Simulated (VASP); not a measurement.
Set up this calculation in VASP 6.6.1, as the native input.

| Property | Result |
| --- | --- |
| Task | single point |
| Functional | PBEsol |
| Potentials or basis | VASP PAW PBE potentials, release 64 (W_sv, Se) |
| Cutoff | 520 eV |
| k mesh | 12 × 12 × 1 |
| Occupations | gaussian, width 0.05 eV |
| Spin | no spin polarisation |
| Dipole correction | no |
| Further INCAR settings | ALGO = Normal; EDIFF = 1e-06; NBANDS = 49 |

The structure of WSe2 lies in POSCAR:

```
WSe2
1.0
    3.2709028599      0.0000000000      0.0000000000
   -1.6354514299      2.8326849700      0.0000000000
    0.0000000000      0.0000000000     29.1847504091
W Se
3 6
Direct
    0.6666666667      0.3333333333      0.0000000000
    0.3333333333      0.6666666667      0.7734641576
    0.3333333333      0.6666666667      0.2265358424
    0.3333333333      0.6666666667      0.0573689705
    0.8201135294      0.4456642331      0.8308403050
    0.6666666667      0.3333333333      0.2838341585
    0.3333333333      0.6666666667      0.9426310295
    0.6666666667      0.3333333333      0.7161658415
    0.6666666667      0.3333333333      0.1691596950
```

This cell differs from its parent crystal: atom 5 (Se) moved +0.450 Å along Cartesian [1 1 0].

The input as run:

INCAR

```
PREC     = Accurate       # precision mode
ENCUT    = 520            # plane-wave cutoff, eV
EDIFF    = 1E-6           # SCF threshold, eV
ISMEAR   = 0              # smearing method
SIGMA    = 0.05           # smearing width, eV
LREAL    = False          # projectors in reciprocal space
LASPH    = True           # aspherical terms in the spheres
NELM     = 100            # most SCF steps
ALGO     = Normal         # electronic algorithm
ISIF     = 2              # what is computed and relaxed
LWAVE    = False          # write WAVECAR
LCHARG   = False          # write CHGCAR
GGA      = PS             # functional
NBANDS   = 49             # bands
```

KPOINTS

```
regular mesh
0
Gamma
  12 12 1
```

Potentials or basis: VASP PAW PBE potentials, release 64 (W_sv, Se).

Command:

```console
$ cat potpaw_PBE.64/W_sv/POTCAR potpaw_PBE.64/Se/POTCAR > POTCAR
$ mpirun -np 1 vasp_std > vasp.out
```

It gave:

* Largest force: 5.551 eV/Å
* Band gap on the k mesh: 1.12 eV (least direct gap 1.51 eV)

Caveat: the cell differs from its parent crystal (atom 5 (Se) moved +0.450 Å along Cartesian [1 1 0]); there is no dipole correction, which matters where the two faces differ; the PAW data sets were made with another functional, which shifts forces and pressure a little; spin-orbit coupling is left out, which moves the levels of the heavy elements.

Wall time 14 min on 1 thread of AMD EPYC 9R45 96-Core Processor (Zen 5) (shared host), peak memory 0.83 GiB.
